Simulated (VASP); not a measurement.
# Ru (P6_3/mmc) in VASP: a series of runs

The runs below take Ru through single point, with PBEsol.

Program: VASP 6.6.1. These are calculated values, not measurements. Logs are shortened: lines on timing, memory, paths and dates and some standing lists are left out, and cuts for length are marked.

## (1) The cell of the first run

It takes space group P6_3/mmc (No. 194, hexagonal). Conventional cell: a = 2.687 Å, b = 2.687 Å, c = 4.258 Å, α = 90.00°, β = 90.00°, γ = 120.00°. Ru (site symmetry -6m2) has 12 Ru at 2.63 to 2.69 Å within 3.5 Å.

## (2) Single point, PBEsol

The input, INCAR:

```
  PREC = Accurate
  ENCUT = 500
  EDIFF = 1E-6
  ISMEAR = 0
  SIGMA = 0.05
  LREAL = False
  LASPH = True
  NELM = 120
  ALGO = Normal
  ISIF = 2
  LWAVE = False
  LCHARG = False
  GGA = PS
  NBANDS = 21
  GGA_COMPAT = False
```

The input, KPOINTS:

```
Automatic mesh
0
Gamma
  9 9 5
```

The input, POSCAR:

```
Ru
1.0
    2.6866133379      0.0000000000      0.0000000000
   -1.3433066689      2.3266754008      0.0000000000
    0.0000000000      0.0000000000      4.2583316905
Ru
2
Direct
    0.3333333333      0.6666666667      0.2500000000
    0.6666666667      0.3333333333      0.7500000000
```

Potentials or basis: VASP PAW PBE potentials, release 64 (Ru_pv).

The run is started by

```sh
> cat potpaw_PBE.64/Ru_pv/POTCAR > POTCAR
> mpirun -np 1 vasp_std > vasp.out
```

OUTCAR:

```text
PREC = Accurate
   ENCUT = 500
   EDIFF = 1E-6
   ISMEAR = 0
   LREAL = False
   LASPH = True
   NELM = 120
   ISIF = 2
   GGA = PS

 ion  position               nearest neighbor table
   1  0.333  0.667  0.250-   2 2.63   2 2.63   2 2.63   2 2.63   2 2.63   2 2.63
   2  0.667  0.333  0.750-   1 2.63   1 2.63   1 2.63   1 2.63   1 2.63   1 2.63

  LATTYP: Found a hexagonal cell.
 ALAT       =     2.6866133379
 C/A-ratio  =     1.5850184433

  Lattice vectors:

 A1 = (   2.6866133379,   0.0000000000,   0.0000000000)
 A2 = (  -1.3433066689,   2.3266754008,   0.0000000000)
 A3 = (   0.0000000000,   0.0000000000,   4.2583316905)

Analysis of symmetry for initial positions (statically):
=====================================================================
 Subroutine PRICEL returns:
 Original cell was already a primitive cell.

 Routine SETGRP: Setting up the symmetry group for a
 hexagonal supercell.

 Subroutine GETGRP returns: Found 24 space group operations
 (whereof 12 operations were pure point group operations)
 out of a pool of 24 trial point group operations.

The static configuration has the point symmetry D_3d.
 The point group associated with its full space group is D_6h.

Analysis of symmetry for dynamics (positions and initial velocities):
=====================================================================
 Subroutine PRICEL returns:
 Original cell was already a primitive cell.

 Routine SETGRP: Setting up the symmetry group for a
 hexagonal supercell.

 Subroutine GETGRP returns: Found 24 space group operations
 (whereof 12 operations were pure point group operations)
 out of a pool of 24 trial point group operations.

The dynamic configuration has the point symmetry D_3d.
 The point group associated with its full space group is D_6h.

 Subroutine INISYM returns: Found 24 space group operations
 (whereof 12 operations are pure point group operations),
 and found     1 'primitive' translations

----------------------------------------------------------------------------------------

                                     Primitive cell

  volume of cell :      26.6183

  direct lattice vectors                    reciprocal lattice vectors
     2.686613338  0.000000000  0.000000000     0.372215825  0.214898907  0.000000000
    -1.343306669  2.326675401  0.000000000     0.000000000  0.429797814  0.000000000
     0.000000000  0.000000000  4.258331691     0.000000000  0.000000000  0.234833750

  length of vectors
     2.686613338  2.686613338  4.258331691     0.429797814  0.429797814  0.234833750

  position of ions in fractional coordinates (direct lattice)
     0.333333333  0.666666667  0.250000000
     0.666666667  0.333333333  0.750000000

  ion indices of the primitive-cell ions
   primitive index   ion index
                 1           1
                 2           2

----------------------------------------------------------------------------------------

 KPOINTS: Automatic mesh

Automatic generation of k-mesh.
 Grid dimensions read from file:
 generate k-points for:    9    9    5

 Generating k-lattice:

  Cartesian coordinates                     Fractional coordinates (reciprocal lattice)
     0.041357314  0.023877656  0.000000000     0.111111111 -0.000000000  0.000000000
     0.000000000  0.047755313  0.000000000     0.000000000  0.111111111  0.000000000
     0.000000000  0.000000000  0.046966750     0.000000000  0.000000000  0.200000000

  Length of vectors
     0.047755313  0.047755313  0.046966750

  Shift w.r.t. Gamma in fractional coordinates (k-lattice)
     0.000000000  0.000000000  0.000000000

 Subroutine IBZKPT returns following result:
 ===========================================

 Found     36 irreducible k-points:

 Following reciprocal coordinates:
            Coordinates               Weight
  0.000000  0.000000  0.000000      1.000000
  0.111111  0.000000  0.000000      6.000000
  0.222222  0.000000  0.000000      6.000000
  0.333333  0.000000  0.000000      6.000000
  0.444444  0.000000  0.000000      6.000000
  0.111111  0.111111  0.000000      6.000000
[... 16 lines left out ...]
  0.333333  0.222222  0.200000     24.000000
  0.333333  0.333333  0.200000      4.000000
 [... further k-points ...]
   k-points           NKPTS =     36   k-points in BZ     NKDIM =     36   number of bands    NBANDS=     21
   number of dos      NEDOS =    301   number of ions     NIONS =      2
   total plane-waves  NPLWV =  12800
   dimension x,y,z NGX =    20 NGY =   20 NGZ =   32
   dimension x,y,z NGXF=    40 NGYF=   40 NGZF=   64
   ions per type =               2
   NGX,Y,Z   is equivalent  to a cutoff of  12.38, 12.38, 12.49 a.u.
   NGXF,Y,Z  is equivalent  to a cutoff of  24.75, 24.75, 24.99 a.u.
 SYSTEM =  unknown system
   PREC   = accura    normal or accurate (medium, high low for compatibility)
   ISTART =      0    job   : 0-new  1-cont  2-samecut
   ICHARG =      2    charge: 1-file 2-atom 10-const
   ISPIN  =      1    spin polarized calculation?
   LNONCOLLINEAR =      F non collinear calculations
   LSORBIT =      F    spin-orbit coupling
   LASPH  =      T    aspherical Exc in radial PAW
   ENCUT  =  500.0 eV  36.75 Ry    6.06 a.u.   4.90  4.90  7.76*2*pi/ulx,y,z
   NELM   =    120;   NELMIN=  2; NELMDL= -5     # of ELM steps
   EDIFF  = 0.1E-05   stopping-criterion for ELM
   LREAL  =      F    real-space projection
   EDIFFG = 0.1E-04   stopping-criterion for IOM
   NSW    =      0    number of steps for IOM
   IBRION =     -1    ionic relax: 0-MD 1-quasi-New 2-CG
   NFREE  =      0    steps in history (QN), initial steepest desc. (CG)
   ISIF   =      2    stress and relaxation
   ISYM   =      2    0-nonsym 1-usesym 2-fastsym
   POTIM  = 0.5000    time-step for ionic-motion
   TEBEG  =    0.0;   TEEND  =   0.0 temperature during run
   PSTRESS=    0.0 pullay stress
   NELECT =      28.0000    total number of electrons
   NUPDOWN=      -1.0000    fix difference up-down
   EMIN   =  10.00;   EMAX   =-10.00  energy-range for DOS
   EFERMI =   0.00;   METHOD = LEGACY
   ISMEAR =     0;   SIGMA  =   0.05  broadening in eV -4-tet -1-fermi 0-gaus
   EFERMI_NEDOS =   21; number of points for ismear=-14 and -15
   IALGO  =     38    algorithm
   IMIX   =      4    mixing-type and parameters
     AMIX     =   0.40;   BMIX     =  1.00
     AMIX_MAG =   1.60;   BMIX_MAG =  1.00
  volume/ion in A,a.u.               =      13.31        89.81
  Fermi-wavevector in a.u.,A,eV,Ry     =   1.664948  3.146296 37.716058  2.772052
  Thomas-Fermi vector in A             =   2.751403
   LORBIT       =      0    0 simple, 1 ext, 2 COOP (PROOUT), +10 PAW based schemes
   GGA     = PS    functional components
   LHFCALC =     F    Hartree Fock is set to
   AEXX    =    0.0000 exact exchange contribution
   IVDW    =     0    specifies the selected vdW correction
   LEPSILON=     F    determine dielectric tensor
   LRPA    =     F    only Hartree local field effects (RPA)
 non-spin polarized calculation
 Gauss-broadening in eV      SIGMA  =   0.05
  energy-cutoff  :      500.00
  volume of cell :       26.62
 maximum number of plane-waves:       699
 NGX is ok and might be reduce to    20
   NGX =  9   NGY =  9   NGZ = 15

 number of electron      27.9999998 magnetization

 Free energy of the ion-electron system (eV)
  ---------------------------------------------------
  ext. energy  EPLUGINS =         0.00000000
  ---------------------------------------------------
  free energy    TOTEN  =       -20.36944473 eV

  energy without entropy =      -20.36774233  energy(sigma->0) =      -20.36859353

 E-fermi :  13.1582     XC(G=0): -14.4065

 val. band max:       13.1526761456   @ k =   0.1111   0.1111   0.4000
 cond. band min:      13.1787227709   @ k =   0.0000   0.0000   0.4000
 fundamental gap:      0.0260466253
 Fermi energy:        13.1582493865

 k-point     1 :       0.0000    0.0000    0.0000
  band No.  band energies     occupation
      1     -30.6071      2.00000
      2     -29.6304      2.00000
      3     -29.6304      2.00000
      4     -29.4503      2.00000
      5     -29.4503      2.00000
      6     -29.3838      2.00000
[... 13 lines left out ...]
     20      23.2963      0.00000
     21      23.5983      0.00000

 k-point     2 :       0.1111    0.0000    0.0000
  band No.  band energies     occupation
      1     -30.5625      2.00000
      2     -29.7252      2.00000
      3     -29.6619      2.00000
      4     -29.5487      2.00000
      5     -29.4635      2.00000
      6     -29.4045      2.00000
[... 13 lines left out ...]
     20      23.2963      0.00000
     21      23.5321      0.00000

 k-point     3 :       0.2222    0.0000    0.0000
  band No.  band energies     occupation
      1     -30.4393      2.00000
      2     -29.9652      2.00000
      3     -29.7891      2.00000
      4     -29.7381      2.00000
      5     -29.5000      2.00000
      6     -29.4669      2.00000
[... 13 lines left out ...]
     20      23.2961      0.00000
     21      23.3753      0.00000

 k-point     4 :       0.3333    0.0000    0.0000
  band No.  band energies     occupation
      1     -30.2697      2.00000
      2     -30.2375      2.00000
      3     -30.0490      2.00000
      4     -29.8204      2.00000
      5     -29.5669      2.00000
      6     -29.5447      2.00000
[... 13 lines left out ...]
     20      23.2946      0.00000
     21      23.3047      0.00000

 k-point     5 :       0.4444    0.0000    0.0000
  band No.  band energies     occupation
      1     -30.4141      2.00000
      2     -30.2121      2.00000
      3     -30.1178      2.00000
      4     -29.8722      2.00000
      5     -29.6731      2.00000
      6     -29.5750      2.00000
[... 13 lines left out ...]
     20      23.2944      0.00000
     21      24.0888      0.00000
[... 382 lines left out ...]
     20      23.2904      0.00000
     21      24.2759      0.00000

 k-point    22 :       0.2222    0.2222    0.2000
  band No.  band energies     occupation
      1     -30.3286      2.00000
      2     -30.2381      2.00000
      3     -29.9574      2.00000
      4     -29.9206      2.00000
      5     -29.7188      2.00000
      6     -29.5866      2.00000
[... 13 lines left out ...]
     20      23.2944      0.00000
     21      24.8870      0.00000

 k-point    23 :       0.3333    0.2222    0.2000
  band No.  band energies     occupation
      1     -30.3663      2.00000
      2     -30.2599      2.00000
      3     -30.0759      2.00000
      4     -29.8765      2.00000
      5     -29.8043      2.00000
      6     -29.6585      2.00000
[... 13 lines left out ...]
     20      23.2899      0.00000
     21      23.6539      0.00000

 k-point    24 :       0.3333    0.3333    0.2000
  band No.  band energies     occupation
      1     -30.2524      2.00000
      2     -30.2306      2.00000
      3     -30.2306      2.00000
      4     -29.9382      2.00000
      5     -29.7474      2.00000
      6     -29.7474      2.00000
[... 13 lines left out ...]
     20      23.2965      0.00000
     21      23.2965      0.00000

 [... further k-points ...]

------------------------ aborting loop because EDIFF is reached ----------------------------------------

  FORCE on cell =-STRESS in cart. coord.  units (eV):
  Direction    XX          YY          ZZ          XY          YZ          ZX
  --------------------------------------------------------------------------------------
  -------------------------------------------------------------------------------------
  Total       -0.0016819     -0.0016819     -0.0059606     -0.0000000      0.0000000      0.0000000
  in kB       -0.1012368     -0.1012368     -0.3587705     -0.0000000      0.0000000      0.0000000
  external PRESSURE =      -0.1870814 kB  Pullay stress =       0.0000000 kB

 VOLUME and BASIS-vectors are now :
 -----------------------------------------------------------------------------
  energy-cutoff  :      500.00
  volume of cell :       26.62
      direct lattice vectors                 reciprocal lattice vectors
     2.686613338  0.000000000  0.000000000     0.372215825  0.214898907  0.000000000
    -1.343306669  2.326675401  0.000000000     0.000000000  0.429797814  0.000000000
     0.000000000  0.000000000  4.258331691     0.000000000  0.000000000  0.234833750

 POSITION                                       TOTAL-FORCE (eV/Angst)
 -----------------------------------------------------------------------------------
     -0.00000      1.55112      1.06458         0.000000     -0.000000      0.000000
      1.34331      0.77556      3.19375        -0.000000      0.000000      0.000000
 -----------------------------------------------------------------------------------
    total drift:                               -0.000000      0.000000     -0.000000

  FREE ENERGIE OF THE ION-ELECTRON SYSTEM (eV)
  ---------------------------------------------------
  free  energy   TOTEN  =       -20.3694447296 eV

  energy  without entropy=      -20.3677423330  energy(sigma->0) =      -20.36859353
```

Wall time 6.4 s (1 thread of Intel Xeon 6975P-C (Granite Rapids), shared host); peak memory 0.13 GiB.

What came out:

- Free energy: -20.3694 eV
- Pressure: 0.0 GPa
- Band gap on the k mesh: zero (bands 14 and 15 overlap by 3.16 eV)

Levels at points of the mesh, in eV from the Fermi level:
| k point | band 10 | band 11 | band 12 | band 13 | band 14 | band 15 | band 16 | band 17 | band 18 | band 19 |
| --- | --- | --- | --- | --- | --- | --- | --- | --- | --- | --- |
| (0.00, 0.00, 0.00) | -2.79 | -2.61 | -2.09 | -2.09 | -1.51 | -1.51 | 1.14 | 1.14 | 1.16 | 10.10 |

Caveat: the PAW data sets were made with another functional, which shifts forces and pressure a little.

## (3) Single point, PBEsol

This run uses another cell than the first one, of 13.51 Å³/atom.

The input, INCAR:

```
PREC = Accurate
ENCUT = 500
EDIFF = 1E-6
ISMEAR = 0
SIGMA = 0.05
LREAL = False
LASPH = True
NELM = 120
ALGO = Normal
ISIF = 2
LWAVE = False
LCHARG = False
GGA = PS
NBANDS = 21
GGA_COMPAT = False
```

KPOINTS is that of step 2.

The input, POSCAR:

```
Ru
1.0
    2.6999797934      0.0000000000      0.0000000000
   -1.3499898967      2.3382510908      0.0000000000
    0.0000000000      0.0000000000      4.2795177691
Ru
2
Direct
    0.3333333333      0.6666666667      0.2500000000
    0.6666666667      0.3333333333      0.7500000000
```

Potentials or basis: VASP PAW PBE potentials, release 64 (Ru_pv).

The run is started by

```sh
> cat potpaw_PBE.64/Ru_pv/POTCAR > POTCAR
> mpirun -np 1 vasp_std > vasp.out
```

OUTCAR:

```text
PREC = Accurate
   ENCUT = 500
   EDIFF = 1E-6
   ISMEAR = 0
   LREAL = False
   LASPH = True
   NELM = 120
   ISIF = 2
   GGA = PS

 ion  position               nearest neighbor table
   1  0.333  0.667  0.250-   2 2.65   2 2.65   2 2.65   2 2.65   2 2.65   2 2.65
   2  0.667  0.333  0.750-   1 2.65   1 2.65   1 2.65   1 2.65   1 2.65   1 2.65

  LATTYP: Found a hexagonal cell.
 ALAT       =     2.6999797934
 C/A-ratio  =     1.5850184433

  Lattice vectors:

[... 765 lines left out ...]

------------------------ aborting loop because EDIFF is reached ----------------------------------------

  FORCE on cell =-STRESS in cart. coord.  units (eV):
  Direction    XX          YY          ZZ          XY          YZ          ZX
  --------------------------------------------------------------------------------------
  -------------------------------------------------------------------------------------
  Total       -0.8397642     -0.8397642     -0.8877333      0.0000000      0.0000000     -0.0000000
  in kB      -49.7990949    -49.7990949    -52.6437265      0.0000000      0.0000000     -0.0000000
  external PRESSURE =     -50.7473054 kB  Pullay stress =       0.0000000 kB

 VOLUME and BASIS-vectors are now :
 -----------------------------------------------------------------------------
  energy-cutoff  :      500.00
  volume of cell :       27.02
      direct lattice vectors                 reciprocal lattice vectors
     2.699979793  0.000000000  0.000000000     0.370373142  0.213835033  0.000000000
    -1.349989897  2.338251091  0.000000000     0.000000000  0.427670067  0.000000000
     0.000000000  0.000000000  4.279517769     0.000000000  0.000000000  0.233671188

 POSITION                                       TOTAL-FORCE (eV/Angst)
 -----------------------------------------------------------------------------------
     -0.00000      1.55883      1.06988         0.000000      0.000000      0.000000
      1.34999      0.77942      3.20964        -0.000000      0.000000      0.000000
 -----------------------------------------------------------------------------------
    total drift:                               -0.000000      0.000000     -0.000000

  FREE ENERGIE OF THE ION-ELECTRON SYSTEM (eV)
  ---------------------------------------------------
  free  energy   TOTEN  =       -20.3633114950 eV

  energy  without entropy=      -20.3615584405  energy(sigma->0) =      -20.36243497
```

OSZICAR:

```text
N       E                     dE             d eps       ncg     rms          rms(c)
DAV:   1     0.277908198759E+03    0.27791E+03   -0.17111E+04  1528   0.144E+03
DAV:   2    -0.162100946775E+02   -0.29412E+03   -0.28535E+03  1547   0.437E+02
DAV:   3    -0.219338937824E+02   -0.57238E+01   -0.56908E+01  1777   0.681E+01
DAV:   4    -0.219768793816E+02   -0.42986E-01   -0.42910E-01  1915   0.562E+00
DAV:   5    -0.219773714574E+02   -0.49208E-03   -0.48952E-03  1712   0.539E-01    0.195E+01
DAV:   6    -0.204620461557E+02    0.15153E+01   -0.33030E+00  1747   0.178E+01    0.500E+00
DAV:   7    -0.203743252138E+02    0.87721E-01   -0.72913E-01  1732   0.590E+00    0.793E-01
DAV:   8    -0.203653261425E+02    0.89991E-02   -0.22605E-02  1582   0.130E+00    0.449E-01
DAV:   9    -0.203633052933E+02    0.20208E-02   -0.18683E-03  1717   0.471E-01    0.421E-02
DAV:  10    -0.203633136652E+02   -0.83720E-05   -0.13998E-04  1742   0.116E-01    0.266E-02
DAV:  11    -0.203633118282E+02    0.18370E-05   -0.13072E-05  1697   0.346E-02    0.302E-03
DAV:  12    -0.203633114950E+02    0.33328E-06   -0.52460E-07  1026   0.653E-03
   1 F= -.20363311E+02 E0= -.20362435E+02  d E =-.175305E-02
```

stdout:

```text
POSCAR found type information on POSCAR Ru
 POSCAR found :  1 types and       2 ions
 scaLAPACK will be used
 -----------------------------------------------------------------------------
|                                                                             |
|                                                                             |
|     You enforced a specific xc type in the INCAR file but a different       |
|     I HOPE YOU KNOW WHAT YOU ARE DOING!                                     |
|                                                                             |
 -----------------------------------------------------------------------------

 LDA part: xc-table for (Slater+PW92), standard interpolation
 POSCAR, INCAR and KPOINTS ok, starting setup
 FFT: planning ... GRIDC
 FFT: planning ... GRID_SOFT
 FFT: planning ... GRID
 WAVECAR not read
 entering main loop
```

Wall time 6.7 s (1 thread of Intel Xeon 6975P-C (Granite Rapids), shared host); peak memory 0.14 GiB.

What came out:

```
Free energy            : -20.3633 eV
Pressure               : -5.1 GPa
Band gap on the k mesh : zero (bands 14 and 15 overlap by 3.08 eV)
```

Caveat: the cell stands under tension; the PAW data sets were made with another functional, which shifts forces and pressure a little.
